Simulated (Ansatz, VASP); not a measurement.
## Two plane-wave programs on Ti3Al

```
Ti Al
1.0
     5.76803    0.00000    0.00000
    -2.88402    4.99526    0.00000
     0.00000    0.00000    4.64241
Ti Al
6 2
Cartesian
  2.8840 3.3268 1.1606
  -1.4391 4.1611 3.4818
  1.4449 0.8342 1.1606
  0.0000 1.6684 3.4818
  4.3231 0.8342 1.1606
  1.4391 4.1611 3.4818
  0.0000 3.3302 1.1606
  2.8840 1.6651 3.4818
```

Alike in both runs: task single point; functional LDA; k mesh 6 × 6 × 4; occupations gaussian, width 0.1 eV; no spin polarisation.

|  | VASP | Ansatz |
| --- | --- | --- |
| version | VASP 6.6.1 | Ansatz 0.2.0 |
| potentials or method | VASP PAW LDA potentials, release 64 (Ti_sv, Al), cutoff 520 eV | scalar-relativistic, plane waves, PAW |
| valence electrons in the cell | 78 | 78 |

```csv
,VASP,Ansatz,Ansatz less VASP
gap on the k mesh at the Fermi level (eV),none,none,-
pressure (GPa),-7.7,-7.8,-0.06
"traceless stress, the component that is largest in VASP (GPa)",0.48,0.44,-0.034
rms of the force components (eV/Å),0.111,0.113,+0.0022
```

Ansatz warns that its potentials were made for another functional, while VASP's fit it. LDA's correlation is that of Perdew and Zunger in VASP and of Perdew and Wang (1992) in Ansatz. Atom by atom the forces differ by 0.002 eV/Å (rms over components). A gap of «none» marks a metal or a gap that the smearing closes.
